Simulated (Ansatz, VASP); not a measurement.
## Two plane-wave programs on GaAs

```xyz
2
Lattice="0.0000 2.8016 2.8016 2.8016 0.0000 2.8016 2.8016 2.8016 0.0000" Properties=species:S:1:pos:R:3 pbc="T T T"
Ga    0.0000    0.0000    0.0000
As    4.2024    4.2024    4.2024
```

Alike in both runs: functional LDA; k mesh 12 × 12 × 12; no spin polarisation.

Ansatz relaxed the structure, and its values are those at the end. VASP's run is a single point on that final structure, the one shown.

|  | VASP | Ansatz |
| --- | --- | --- |
| version | VASP 6.6.1 | Ansatz 0.2.0 |
| potentials or method | VASP PAW LDA potentials, release 64 (Ga_d, As), cutoff 520 eV | scalar-relativistic, plane waves, PAW |
| occupations | gaussian, width 0.01 eV | fixed |
| valence electrons in the cell | 18 | 28 |

Ansatz gave:

| Item | Value |
| --- | --- |
| gap on the k mesh at the Fermi level (eV) | 0.49 |
| least direct gap on the mesh (eV) | 0.49 |
| pressure (GPa) | 0.0 |

Problem. What did VASP give for the same quantities?

Solution. gap on the k mesh at the Fermi level (eV): 0.54; least direct gap on the mesh (eV): 0.54; pressure (GPa): 0.3.

Ansatz warns that its potentials were made for another functional, while VASP's fit it. LDA's correlation is that of Perdew and Zunger in VASP and of Perdew and Wang (1992) in Ansatz. VASP's potentials hold 18 valence electrons a cell and Ansatz's 28, so a difference there can come from the potentials and not from the codes.
